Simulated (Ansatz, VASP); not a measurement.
**Cl in VASP and in Ansatz**

File INCAR:

```
SYSTEM = Cl
ALGO = Normal ; EDIFF = 1E-6
ENCUT = 520 ; GGA = PE
ISIF = 2 ; ISMEAR = -1
LASPH = .True. ; LCHARG = .True.
LELF = .True. ; LREAL = .False.
LVHAR = .True. ; LWAVE = .False.
NBANDS = 22 ; NELM = 80
PREC = Accurate ; SIGMA = 0.05
```

KPOINTS

```
k-points
0
Gamma
  7 7 4
  0 0 0
```

The input POSCAR:

```
Cl
1.0
    4.0417694585     -2.2039586250      0.0000000000
    4.0417694585      2.2039586250      0.0000000000
    0.0000000000      0.0000000000      8.5576515482
Cl
4
Direct
    0.8863233309      0.1136766691      0.1064141082
    0.6136766691      0.3863233309      0.6064141082
    0.1136766691      0.8863233309      0.8935858918
    0.3863233309      0.6136766691      0.3935858918
```

Input for Ansatz:

```yaml
crystal:
  lattice:
    - [4.0417694585, -2.203958625, 0.0]
    - [4.0417694585, 2.203958625, 0.0]
    - [0.0, 0.0, 8.5576515482]
  atoms:
    - { symbol: Cl, position: [0.8863233309, 0.1136766691, 0.1064141082] }
    - { symbol: Cl, position: [0.6136766691, 0.3863233309, 0.6064141082] }
    - { symbol: Cl, position: [0.1136766691, 0.8863233309, 0.8935858918] }
    - { symbol: Cl, position: [0.3863233309, 0.6136766691, 0.3935858918] }
hamiltonian:
  xc: pbe
  pseudopotentials:
    kind: paw
    azcp:
      Cl: "pseudopotentials/Cl.paw.azcp"
basis:
  ecutwfc: 420
  fft_grid_basis: typed
kpoints:
  mp_grid: { grid: [7, 7, 4], shift: [0, 0, 0] }
magnetization:
  spin_polarized: false
scf:
  occupations: { method: fermi_dirac, width: 0.05 }
  lower_state_search: "off"
output:
  stress: true
```

Alike in both runs: task single point; functional PBE; k mesh 7 × 7 × 4; occupations fermi-dirac, width 0.05 eV; no spin polarisation.

|  | VASP | Ansatz |
| --- | --- | --- |
| version | VASP 6.6.1 | Ansatz 0.2.0 |
| potentials or method | VASP PAW PBE potentials, release 64 (Cl), cutoff 520 eV | plane waves (420 eV) with PAW, scalar-relativistic |
| valence electrons in the cell | 28 | 28 |

|  | VASP | Ansatz | Ansatz less VASP |
| --- | --- | --- | --- |
| pressure (GPa) | -1.7 | -1.4 | +0.22 |
| traceless stress, the component that is largest in VASP (GPa) | -1.97 | -1.73 | +0.236 |
